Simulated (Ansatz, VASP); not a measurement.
One calculation of WS, two programs

```
W S
1.0
     0.00000    2.53564    2.53564
     2.53564    0.00000    2.53564
     2.53564    2.53564    0.00000
W S
1 1
Direct
  0.00000 0.00000 0.00000
  0.25000 0.25000 0.25000
```

Alike in both runs: task relaxation of cell and atoms; functional PBE; k mesh 6 × 6 × 6; occupations gaussian, width 0.1 eV; collinear spin; Hubbard terms W d U = 6.2 eV.

```csv
,VASP,Ansatz
version,VASP 6.6.1,Ansatz 0.2.0
potentials or method,"VASP PAW PBE potentials, release 64 (W_sv, S), cutoff 600 eV","scalar-relativistic, plane waves, PAW"
valence electrons in the cell,20,20
```

VASP gave:

```
gap on the k mesh at the Fermi level, each at its own relaxed structure (eV) : none
net moment per atom (μB)                                                     : 0.72
size of the moment on the site where the two differ most (μB)                : 1.33
relaxed volume (Å³/atom)                                                     : 20.86
relaxed cell length with the largest relative difference (Å)                 : 3.893
```

Task: What did Ansatz give for the same quantities?

Result: gap on the k mesh at the Fermi level, each at its own relaxed structure (eV): none; net moment per atom (μB): 2.00; size of the moment on the site where the two differ most (μB): 2.72; relaxed volume (Å³/atom): 26.17; relaxed cell length with the largest relative difference (Å): 4.199.

The net moments are unlike, so the other rows may belong to different states. Site moments also hang on the region over which each program counts them. The programs project onto different local orbitals, so the same U acts differently, and such runs can settle in different states. A gap of «none» marks a metal or a gap that the smearing closes. Ansatz's warnings: filled band counts differ across k points.

Neither program's run includes spin-orbit coupling. Noted on VASP's run: the volume moved by over 15 % at a fixed basis, so the end points are rough.
